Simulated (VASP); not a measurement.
Input of a VASP 6.6.1 run:

INCAR

```
PREC = Accurate
ENCUT = 520
EDIFF = 1E-6
ISMEAR = -1
SIGMA = 0.05
LREAL = F
LASPH = T
NELM = 60
ALGO = Normal
ISIF = 2
LWAVE = F
LCHARG = F
GGA = PE
NBANDS = 12
```

The input KPOINTS:

```
Automatic mesh
0
Gamma
  15 15 15
```

Contents of POSCAR:

```
Cd
1.0
    0.0000000000      2.2508864283      2.2508864283
    2.2508864283      0.0000000000      2.2508864283
    2.2508864283      2.2508864283      0.0000000000
Cd
1
Direct
    0.0000000000      0.0000000000      0.0000000000
```

Potentials or basis: VASP PAW PBE potentials, release 64 (Cd).

Launch:

```bash
$ cat potpaw_PBE.64/Cd/POTCAR > POTCAR
$ mpirun -np 1 vasp_std > vasp.out
```

Q: What does it give for the pressure?

A: 0.2 GPa.

Q: What does it give for the band gap on the k mesh?

A: Zero (band 6 reaches 3.87 eV, above the bottom of band 7 at 1.31 eV).
